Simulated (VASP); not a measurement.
Set up this calculation in VASP 6.6.1, as the native input.

| Item | Value |
| --- | --- |
| Task | single point |
| Functional | PBEsol |
| Potentials or basis | VASP PAW PBE potentials, release 64 (W_sv, C) |
| Cutoff | 520 eV |
| k mesh | 23 × 23 × 7 |
| Occupations | gaussian, width 0.15 eV |
| Spin | no spin polarisation |
| Dipole correction | no |
| Further INCAR settings | ALGO = Normal; EDIFF = 1e-07; NBANDS = 36 |

The structure of WC lies in POSCAR:

```
WC
1.0
   -2.8984136670      0.0000000000      0.0000000000
   -1.4492068335     -2.5100998663      0.0000000000
    0.0000000000      0.0000000000      8.3328357108
W C
3 3
Direct
    0.0000000000      0.0000000000      0.9331506853
    0.0000000000      0.0000000000      0.2544833020
    0.0000000000      0.0000000000      0.5938169937
    0.6666666667      0.6666666667      0.0848164562
    0.6666666667      0.6666666667      0.4241501479
    0.6666666667      0.6666666667      0.7634838395
```

This cell differs from its parent crystal: the distance across one plane changed.

These files were run (other wordings do the same):

INCAR

```
SYSTEM = WC
PREC     = Accurate       ! precision mode
ENCUT    = 520            ! plane-wave cutoff, eV
EDIFF    = 1E-7           ! SCF threshold, eV
ISMEAR   = 0              ! smearing method
SIGMA    = 0.15           ! smearing width, eV
LREAL    = .False.        ! projectors in reciprocal space
LASPH    = .True.         ! aspherical terms in the spheres
NELM     = 100            ! most SCF steps
ALGO     = Normal         ! electronic algorithm
ISIF     = 2              ! what is computed and relaxed
LWAVE    = .False.        ! write WAVECAR
LCHARG   = .False.        ! write CHGCAR
GGA      = PS             ! functional
NBANDS   = 36             ! bands
```

KPOINTS

```
regular mesh
0
Gamma
  23 23 7
  0 0 0
```

Potentials or basis: VASP PAW PBE potentials, release 64 (W_sv, C).

Launch:

```bash
$ cat potpaw_PBE.64/W_sv/POTCAR potpaw_PBE.64/C/POTCAR > POTCAR
$ mpirun -np 1 vasp_std > vasp.out
```

It gave:

```yaml
Pressure: 11.3 GPa
Largest_force: 3.446 eV/Å
Band_gap_on_the_k_mesh: zero (bands 27 and 28 overlap by 0.97 eV)
```

Caveat: the cell differs from its parent crystal (the distance across one plane changed); the cell stands under pressure; the PAW data sets were made with another functional, which shifts forces and pressure a little; spin-orbit coupling is left out, which moves the levels of the heavy elements.

It took 24 min on 1 thread of Oxide Virtual Turin-like Processor (shared host), peak memory 0.6 GiB.
